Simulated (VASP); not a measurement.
The system is Ni.

```
CELL_PARAMETERS angstrom
0.00000 1.76196 1.76196
1.76196 0.00000 1.76196
1.76196 1.76196 0.00000
ATOMIC_POSITIONS crystal
Ni 0.00000 0.00000 0.00000
```

```yaml
Program: VASP 6.6.1
Task: relaxation of cell and atoms
Functional: LDA
Potentials_or_basis: VASP PAW LDA potentials, release 64 (Ni)
Cutoff: 600 eV
k_mesh: 18 × 18 × 18
Occupations: fermi-dirac, width 0.08 eV
Spin: collinear spin, ferromagnetic start
Starting_moments: "[1.0] μB"
```

At the start: pressure -17.7 GPa; volume 10.94 Å³/atom.

**Question.** Where does the relaxation end?

**Answer.** Over 4 steps the energy falls by 54.5 meV/atom and the volume is 10.03 Å³/atom (-8.3 %); space group Fm-3m (No. 225, to 0.1 Å) before and after; moment 0.58 μB per cell.

Step by step:
```
step  energy change (eV)  largest force (eV/Å)  pressure (GPa)  volume (Å³)
   1              0.0000                0.0000          -17.66        10.94
   2              0.0205                0.0000           29.54         9.14
   3             -0.0545                0.0000           -0.40        10.05
   4             -0.0545                0.0000            0.04        10.03
```

Final structure:
```
Ni
1.0
     0.00000    1.71172    1.71172
     1.71172    0.00000    1.71172
     1.71172    1.71172    0.00000
Ni
1
Direct
  0.00000 0.00000 0.00000
```
